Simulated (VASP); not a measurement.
# Ir3Os (Pm-3m) in VASP: single point with LDA

Aim: the single point of Ir3Os with LDA.

Everything below comes from runs of VASP 6.6.1. Logs are shortened: lines on timing, memory, paths and dates and some standing lists are left out, and cuts for length are marked.

### Step 1. The cell of the first run

The structure is cubic, space group Pm-3m (No. 221). The conventional cell has a = 3.848 Å, b = 3.848 Å, c = 3.848 Å, α = 90.00°, β = 90.00°, γ = 90.00°. Os (site symmetry m-3m) has 12 Ir at 2.72 Å within 3.6 Å. Within 3.6 Å of Ir (site symmetry 4/mmm) lie 4 Os at 2.72 Å and 8 Ir at 2.72 Å.

### Step 2. Single point, LDA

INCAR reads:

```
SYSTEM = Ir3Os
PREC = Accurate
ENCUT = 520
EDIFF = 1E-6
ISMEAR = 1
SIGMA = 0.1
LREAL = .FALSE.
LASPH = .TRUE.
NELM = 100
ALGO = Normal
ISIF = 2
LWAVE = .FALSE.
LCHARG = .FALSE.
GGA = CA
NBANDS = 26
```

KPOINTS reads:

```
Automatic mesh
0
G
  4 4 4
  0 0 0
```

POSCAR reads:

```
Ir3Os
1.0
    3.8480740000      0.0000000000      0.0000000000
    0.0000000000      3.8480740000      0.0000000000
    0.0000000000      0.0000000000      3.8480740000
Os Ir
1 3
Direct
    0.0000000000      0.0000000000      0.0000000000
    0.0000000000      0.5000000000      0.5000000000
    0.5000000000      0.5000000000      0.0000000000
    0.5000000000      0.0000000000      0.5000000000
```

Potentials or basis: VASP PAW LDA potentials, release 64 (Os, Ir).

Run with:

```sh
cat potpaw_LDA.64/Os/POTCAR potpaw_LDA.64/Ir/POTCAR > POTCAR
mpirun -np 1 vasp_std > vasp.out
```

OUTCAR:

```text
SYSTEM = Ir3Os
   PREC = Accurate
   ENCUT = 520
   EDIFF = 1E-6
   ISMEAR = 1
   LREAL = .FALSE.
   LASPH = .TRUE.
   NELM = 100
   ISIF = 2
   GGA = CA

 ion  position               nearest neighbor table
   1  0.000  0.000  0.000-   2 2.72   3 2.72   4 2.72   2 2.72   4 2.72   2 2.72   3 2.72   2 2.72
                             3 2.72   4 2.72   4 2.72   3 2.72
   2  0.000  0.500  0.500-   1 2.72   3 2.72   4 2.72   1 2.72   3 2.72   1 2.72   4 2.72   1 2.72
                             3 2.72   4 2.72   3 2.72   4 2.72
   3  0.500  0.500  0.000-   1 2.72   2 2.72   4 2.72   2 2.72   4 2.72   1 2.72   4 2.72   4 2.72
                             1 2.72   2 2.72   2 2.72   1 2.72
   4  0.500  0.000  0.500-   1 2.72   2 2.72   3 2.72   1 2.72   3 2.72   2 2.72   3 2.72   3 2.72
                             1 2.72   2 2.72   1 2.72   2 2.72

  LATTYP: Found a simple cubic cell.
 ALAT       =     3.8480740000

  Lattice vectors:

 A1 = (   3.8480740000,   0.0000000000,   0.0000000000)
 A2 = (   0.0000000000,   3.8480740000,   0.0000000000)
 A3 = (   0.0000000000,   0.0000000000,   3.8480740000)

Analysis of symmetry for initial positions (statically):
=====================================================================
 Subroutine PRICEL returns:
 Original cell was already a primitive cell.

 Routine SETGRP: Setting up the symmetry group for a
 simple cubic supercell.

 Subroutine GETGRP returns: Found 48 space group operations
 (whereof 48 operations were pure point group operations)
 out of a pool of 48 trial point group operations.

The static configuration has the point symmetry O_h .

Analysis of symmetry for dynamics (positions and initial velocities):
=====================================================================
 Subroutine PRICEL returns:
 Original cell was already a primitive cell.

 Routine SETGRP: Setting up the symmetry group for a
 simple cubic supercell.

 Subroutine GETGRP returns: Found 48 space group operations
 (whereof 48 operations were pure point group operations)
 out of a pool of 48 trial point group operations.

The dynamic configuration has the point symmetry O_h .

 Subroutine INISYM returns: Found 48 space group operations
 (whereof 48 operations are pure point group operations),
 and found     1 'primitive' translations

----------------------------------------------------------------------------------------

                                     Primitive cell

  volume of cell :      56.9810

  direct lattice vectors                    reciprocal lattice vectors
     3.848074000  0.000000000  0.000000000     0.259870262  0.000000000  0.000000000
     0.000000000  3.848074000  0.000000000     0.000000000  0.259870262  0.000000000
     0.000000000  0.000000000  3.848074000     0.000000000  0.000000000  0.259870262

  length of vectors
     3.848074000  3.848074000  3.848074000     0.259870262  0.259870262  0.259870262

  position of ions in fractional coordinates (direct lattice)
     0.000000000  0.000000000  0.000000000
     0.000000000  0.500000000  0.500000000
     0.500000000  0.500000000  0.000000000
     0.500000000  0.000000000  0.500000000

  ion indices of the primitive-cell ions
   primitive index   ion index
                 1           1
                 2           2
                 3           3
                 4           4

----------------------------------------------------------------------------------------

 KPOINTS: Automatic mesh

Automatic generation of k-mesh.
 Grid dimensions read from file:
 generate k-points for:    4    4    4

 Generating k-lattice:

  Cartesian coordinates                     Fractional coordinates (reciprocal lattice)
     0.064967566  0.000000000  0.000000000     0.250000000  0.000000000  0.000000000
     0.000000000  0.064967566  0.000000000     0.000000000  0.250000000  0.000000000
     0.000000000  0.000000000  0.064967566     0.000000000  0.000000000  0.250000000

  Length of vectors
     0.064967566  0.064967566  0.064967566

  Shift w.r.t. Gamma in fractional coordinates (k-lattice)
     0.000000000  0.000000000  0.000000000

 Subroutine IBZKPT returns following result:
 ===========================================

 Found     10 irreducible k-points:

 Following reciprocal coordinates:
            Coordinates               Weight
  0.000000  0.000000  0.000000      1.000000
  0.250000  0.000000  0.000000      6.000000
  0.500000  0.000000  0.000000      3.000000
  0.250000  0.250000  0.000000     12.000000
  0.500000  0.250000  0.000000     12.000000
  0.500000  0.500000  0.000000      3.000000
  0.250000  0.250000  0.250000      8.000000
  0.500000  0.250000  0.250000     12.000000
  0.500000  0.500000  0.250000      6.000000
  0.500000  0.500000  0.500000      1.000000
   k-points           NKPTS =     10   k-points in BZ     NKDIM =     10   number of bands    NBANDS=     26
   number of dos      NEDOS =    301   number of ions     NIONS =      4
   total plane-waves  NPLWV =  27000
   dimension x,y,z NGX =    30 NGY =   30 NGZ =   30
   dimension x,y,z NGXF=    60 NGYF=   60 NGZF=   60
   ions per type =               1   3
   NGX,Y,Z   is equivalent  to a cutoff of  12.96, 12.96, 12.96 a.u.
   NGXF,Y,Z  is equivalent  to a cutoff of  25.92, 25.92, 25.92 a.u.
 SYSTEM =  Ir3Os
   PREC   = accura    normal or accurate (medium, high low for compatibility)
   ISTART =      0    job   : 0-new  1-cont  2-samecut
   ICHARG =      2    charge: 1-file 2-atom 10-const
   ISPIN  =      1    spin polarized calculation?
   LNONCOLLINEAR =      F non collinear calculations
   LSORBIT =      F    spin-orbit coupling
   LASPH  =      T    aspherical Exc in radial PAW
   ENCUT  =  520.0 eV  38.22 Ry    6.18 a.u.   7.15  7.15  7.15*2*pi/ulx,y,z
   NELM   =    100;   NELMIN=  2; NELMDL= -5     # of ELM steps
   EDIFF  = 0.1E-05   stopping-criterion for ELM
   LREAL  =      F    real-space projection
   EDIFFG = 0.1E-04   stopping-criterion for IOM
   NSW    =      0    number of steps for IOM
   IBRION =     -1    ionic relax: 0-MD 1-quasi-New 2-CG
   NFREE  =      0    steps in history (QN), initial steepest desc. (CG)
   ISIF   =      2    stress and relaxation
   ISYM   =      2    0-nonsym 1-usesym 2-fastsym
   POTIM  = 0.5000    time-step for ionic-motion
   TEBEG  =    0.0;   TEEND  =   0.0 temperature during run
   PSTRESS=    0.0 pullay stress
   NELECT =      35.0000    total number of electrons
   NUPDOWN=      -1.0000    fix difference up-down
   EMIN   =  10.00;   EMAX   =-10.00  energy-range for DOS
   EFERMI =   0.00;   METHOD = LEGACY
   ISMEAR =     1;   SIGMA  =   0.10  broadening in eV -4-tet -1-fermi 0-gaus
   EFERMI_NEDOS =   21; number of points for ismear=-14 and -15
   IALGO  =     38    algorithm
   IMIX   =      4    mixing-type and parameters
     AMIX     =   0.40;   BMIX     =  1.00
     AMIX_MAG =   1.60;   BMIX_MAG =  1.00
  volume/ion in A,a.u.               =      14.25        96.13
  Fermi-wavevector in a.u.,A,eV,Ry     =   1.391620  2.629781 26.349140  1.936607
  Thomas-Fermi vector in A             =   2.515442
   LORBIT       =      0    0 simple, 1 ext, 2 COOP (PROOUT), +10 PAW based schemes
   GGA     = CA    functional components
   LHFCALC =     F    Hartree Fock is set to
   AEXX    =    0.0000 exact exchange contribution
   IVDW    =     0    specifies the selected vdW correction
   LEPSILON=     F    determine dielectric tensor
   LRPA    =     F    only Hartree local field effects (RPA)
 non-spin polarized calculation
 Methfessel and Paxton  Order N= 1 SIGMA  =   0.10
  energy-cutoff  :      520.00
  volume of cell :       56.98
 maximum number of plane-waves:      1568
 NGX is ok and might be reduce to    30
   NGX = 15   NGY = 15   NGZ = 15

 number of electron      34.9999998 magnetization

 Free energy of the ion-electron system (eV)
  ---------------------------------------------------
  ext. energy  EPLUGINS =         0.00000000
  ---------------------------------------------------
  free energy    TOTEN  =       -43.28068381 eV

  energy without entropy =      -43.27715562  energy(sigma->0) =      -43.27950775

 E-fermi :  10.1806     XC(G=0): -14.0956

 val. band max:        9.9518967624   @ k =   0.2500   0.2500   0.0000
 cond. band min:      10.1878333006   @ k =   0.2500   0.0000   0.0000
 fundamental gap:      0.2359365383
 Fermi energy:        10.1806343220

 k-point     1 :       0.0000    0.0000    0.0000
  band No.  band energies     occupation
      1      -1.0347      2.00000
      2       2.1328      2.00000
      3       2.1910      2.00000
      4       2.1910      2.00000
      5       2.7153      2.00000
      6       2.7153      2.00000
[... 18 lines left out ...]
     25      20.5808      0.00000
     26      20.5889      0.00000

 k-point     2 :       0.2500    0.0000    0.0000
  band No.  band energies     occupation
      1      -0.1301      2.00000
      2       2.4933      2.00000
      3       2.8210      2.00000
      4       2.8876      2.00000
      5       3.1154      2.00000
      6       3.3549      2.00000
[... 18 lines left out ...]
     25      18.6852      0.00000
     26      19.2055      0.00000

 k-point     3 :       0.5000    0.0000    0.0000
  band No.  band energies     occupation
      1       1.8975      2.00000
      2       1.9978      2.00000
      3       3.7643      2.00000
      4       3.9208      2.00000
      5       4.0832      2.00000
      6       4.3400      2.00000
[... 166 lines left out ...]
 k-point     9 :       0.5000    0.5000    0.2500
  band No.  band energies     occupation
      1       2.5375      2.00000
      2       2.5375      2.00000
      3       2.5503      2.00000
      4       2.5897      2.00000
      5       5.6627      2.00000
      6       5.6627      2.00000
[... 18 lines left out ...]
     25      18.7247      0.00000
     26      18.8066      0.00000

 k-point    10 :       0.5000    0.5000    0.5000
  band No.  band energies     occupation
      1       1.9458      2.00000
      2       1.9458      2.00000
      3       1.9458      2.00000
      4       1.9958      2.00000
      5       5.9544      2.00000
      6       5.9544      2.00000
[... 18 lines left out ...]
     25      17.4215      0.00000
     26      17.4219      0.00000

------------------------ aborting loop because EDIFF is reached ----------------------------------------

  FORCE on cell =-STRESS in cart. coord.  units (eV):
  Direction    XX          YY          ZZ          XY          YZ          ZX
  --------------------------------------------------------------------------------------
  -------------------------------------------------------------------------------------
  Total       -3.4554860     -3.4554860     -3.4554860      0.0000000      0.0000000      0.0000000
  in kB      -97.1604399    -97.1604399    -97.1604399      0.0000000      0.0000000      0.0000000
  external PRESSURE =     -97.1604399 kB  Pullay stress =       0.0000000 kB

 VOLUME and BASIS-vectors are now :
 -----------------------------------------------------------------------------
  energy-cutoff  :      520.00
  volume of cell :       56.98
      direct lattice vectors                 reciprocal lattice vectors
     3.848074000  0.000000000  0.000000000     0.259870262  0.000000000  0.000000000
     0.000000000  3.848074000  0.000000000     0.000000000  0.259870262  0.000000000
     0.000000000  0.000000000  3.848074000     0.000000000  0.000000000  0.259870262

 POSITION                                       TOTAL-FORCE (eV/Angst)
 -----------------------------------------------------------------------------------
      0.00000      0.00000      0.00000         0.000000      0.000000      0.000000
      0.00000      1.92404      1.92404         0.000000      0.000000      0.000000
      1.92404      1.92404      0.00000         0.000000      0.000000      0.000000
      1.92404      0.00000      1.92404         0.000000      0.000000      0.000000
 -----------------------------------------------------------------------------------
    total drift:                                0.000000      0.000000     -0.000000

  FREE ENERGIE OF THE ION-ELECTRON SYSTEM (eV)
  ---------------------------------------------------
  free  energy   TOTEN  =       -43.2806838143 eV

  energy  without entropy=      -43.2771556201  energy(sigma->0) =      -43.27950775
```

Wall time 7.7 s (1 thread of Intel Xeon 6975P-C (Granite Rapids), shared host); peak memory 0.15 GiB.

Results:

```
Free energy : -43.2807 eV
Pressure    : -9.7 GPa
```

Levels at points of the mesh, in eV from the Fermi level:
```tsv
k point	band 15	band 16	band 17	band 18	band 19	band 20
(0.00, 0.00, 0.00)	1.17	1.18	1.18	1.18	1.60	1.60
(0.50, 0.00, 0.00)	-2.04	-1.66	-1.66	-1.47	-0.48	0.11
(0.50, 0.50, 0.00)	-2.65	-1.79	-1.67	-1.65	-1.10	-1.10
(0.50, 0.50, 0.50)	-0.80	-0.80	0.62	0.62	0.62	1.15
```

Caveat: the k points lie up to 0.41 Å⁻¹ apart; spin-orbit coupling is left out, which moves the levels of the heavy elements.
